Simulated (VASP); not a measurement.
Input of a VASP 6.6.1 run:

The input INCAR:

```
PREC = Accurate
ENCUT = 520
EDIFF = 1E-7
ISMEAR = 0
SIGMA = 0.01
LREAL = False
LASPH = True
NELM = 100
ALGO = Normal
ISIF = 2
LWAVE = False
LCHARG = True
LELF = True
LVHAR = True
NBANDS = 22
```

File KPOINTS:

```
regular mesh
0
Gamma
  4 4 2
```

Contents of POSCAR:

```
LiTlSe2
1.0
    4.2639248008      0.0000000000      0.0000000000
    0.0000000000      4.2639248008      0.0000000000
    0.0000000000      0.0000000000      5.9802486638
Li Se Tl
1 2 1
Direct
    0.0000000000      0.0000000000      0.0000000000
    0.0000000000      0.5000000000      0.2292133975
    0.5000000000      0.0000000000      0.7707866025
    0.5000000000      0.5000000000      0.5000000000
```

Potentials or basis: VASP PAW LDA potentials, release 64 (Li_sv, Se, Tl_d).

The run is started by

```console
$ cat potpaw_LDA.64/Li_sv/POTCAR potpaw_LDA.64/Se/POTCAR potpaw_LDA.64/Tl_d/POTCAR > POTCAR
$ mpirun -np 1 vasp_std > vasp.out
```

Task: What does it give for the band gap on the k mesh?

Result: 0.29 eV.

Task: What does it give for the largest force?

Result: 0.025 eV/Å.

Forces on the atoms (eV/Å):
```
Li   0.000  0.000  0.000
Se   0.000  0.000  0.025
Se   0.000  0.000 -0.025
Tl   0.000  0.000  0.000
```

Caveat: the k points lie up to 0.53 Å⁻¹ apart; spin-orbit coupling is left out, which moves the levels of the heavy elements. A k mesh can miss the band edges.
